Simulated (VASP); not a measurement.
Set up this calculation in VASP 6.6.1, as the native input.

```yaml
Task: single point
Functional: r2SCAN
Potentials_or_basis: VASP PAW PBE potentials, release 64 (P, Ga_d, Sb)
Cutoff: 520 eV
k_mesh: 4 × 4 × 4
Occupations: fermi-dirac, width 0.02 eV
Spin: no spin polarisation
Dipole_correction: no
Further_INCAR_settings: ALGO = Normal; EDIFF = 1e-06; NBANDS = 46
```

Ga4Sb3P:

```xyz
8
Lattice="5.8396 0.0000 0.0000 0.0000 5.8396 0.0000 0.0000 0.0000 5.8396" Properties=species:S:1:pos:R:3 pbc="T T T"
P     0.0000    0.0000    0.0000
Ga    4.4598    4.4598    4.4598
Ga    1.3798    1.3798    4.4598
Ga    1.3798    4.4598    1.3798
Ga    4.4598    1.3798    1.3798
Sb    2.9198    2.9198    0.0000
Sb    2.9198    0.0000    2.9198
Sb    0.0000    2.9198    2.9198
```

These files were run (other wordings do the same):

POSCAR

```
Ga4Sb3P
1.0
    5.8396171334      0.0000000000      0.0000000000
    0.0000000000      5.8396171334      0.0000000000
    0.0000000000      0.0000000000      5.8396171334
P Ga Sb
1 4 3
Direct
    0.0000000000      0.0000000000      0.0000000000
    0.7637174891      0.7637174891      0.7637174891
    0.2362825109      0.2362825109      0.7637174891
    0.2362825109      0.7637174891      0.2362825109
    0.7637174891      0.2362825109      0.2362825109
    0.5000000000      0.5000000000      0.0000000000
    0.5000000000      0.0000000000      0.5000000000
    0.0000000000      0.5000000000      0.5000000000
```

INCAR.step1

```
ALGO = Normal
EDIFF = 1E-4
ENCUT = 520
GGA = PE
ISMEAR = -1
LASPH = True
LCHARG = False
LREAL = False
LWAVE = True
NBANDS = 46
NELM = 100
PREC = Accurate
SIGMA = 0.02
```

INCAR.step2

```
ALGO = Normal
EDIFF = 1E-6
ENCUT = 520
ISIF = 2
ISMEAR = -1
ISTART = 1
LASPH = True
LCHARG = False
LMIXTAU = True
LREAL = False
LWAVE = False
METAGGA = R2SCAN
NBANDS = 46
NELM = 100
PREC = Accurate
SIGMA = 0.02
```

KPOINTS

```
k-points
0
Gamma
  4 4 4
```

Potentials or basis: VASP PAW PBE potentials, release 64 (P, Ga_d, Sb).

Launch:

```bash
$ cat potpaw_PBE.64/P/POTCAR potpaw_PBE.64/Ga_d/POTCAR potpaw_PBE.64/Sb/POTCAR > POTCAR
$ cp INCAR.step1 INCAR
$ mpirun -np 1 vasp_std > vasp.out
$ cp INCAR.step2 INCAR
$ mpirun -np 1 vasp_std > vasp.out
```

It gave:

The pressure is 4.4 GPa, the largest force is 0.068 eV/Å and the band gap on the k mesh is 0.30 eV (least direct gap 0.78 eV).

Caveat: the cell stands under pressure; the PAW data sets were made with another functional, which shifts forces and pressure a little; spin-orbit coupling is left out, which moves the levels of the heavy elements.

Wall time 8.4 min on 1 thread of Intel Xeon 8259CL (shared host), peak memory 0.41 GiB.
